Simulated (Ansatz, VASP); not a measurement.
**One calculation of C, two programs**

```
C
1.0
    -1.27956    1.27956    1.27956
     1.27956   -1.27956    1.27956
     1.27956    1.27956   -1.27956
C
1
Direct
  0.00000 0.00000 0.00000
```

Alike in both runs: task single point; functional BLYP; k mesh 20 × 20 × 20; occupations fermi-dirac, width 0.1 eV; no spin polarisation.

|  | VASP | Ansatz |
| --- | --- | --- |
| version | VASP 6.6.1 | Ansatz 0.2.0 |
| potentials or method | VASP PAW PBE potentials, release 64 (C), cutoff 520 eV | plane waves (420 eV) with PAW, scalar-relativistic |
| valence electrons in the cell | 4 | 4 |

```csv
,VASP,Ansatz,Ansatz less VASP
pressure (GPa),-11.5,-11.5,-0.04
```

VASP's potentials were made for PBE, not for BLYP. With one functional, cell and mesh, what is left measures potentials, basis and numerics.
